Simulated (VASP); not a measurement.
WC, 16 atoms in the cell. The typed cell holds 16 atoms: a = 5.735 Å, b = 5.131 Å, c = 5.903 Å, α = 90.00°, β = 90.00°, γ = 90.00°. 

- Program: VASP 6.6.1
- Task: single point
- Functional: PBE
- Potentials or basis: VASP PAW PBE potentials, release 64 (W_sv, C)
- Cutoff: 520 eV
- k mesh: 3 × 3 × 3
- Occupations: fermi-dirac, width 0.3 eV
- Spin: no spin polarisation
- Dipole correction: no
- Further INCAR settings: LREAL = Auto; ALGO = Normal; EDIFF = 1e-06; NBANDS = 86

Potentials or basis: VASP PAW PBE potentials, release 64 (W_sv, C).

Run with:

```bash
$ cat potpaw_PBE.64/W_sv/POTCAR potpaw_PBE.64/C/POTCAR > POTCAR
$ mpirun -np 1 vasp_std > vasp.out
```

Hardware: 1 thread of Intel Xeon 8259CL, with other jobs on the host.

Task: Estimate the wall time of this run.

Result: Wall time 11 min on 1 thread of Intel Xeon 8259CL, on a shared host, peak memory 0.37 GiB. Counts: scf iterations 17, k points 14.
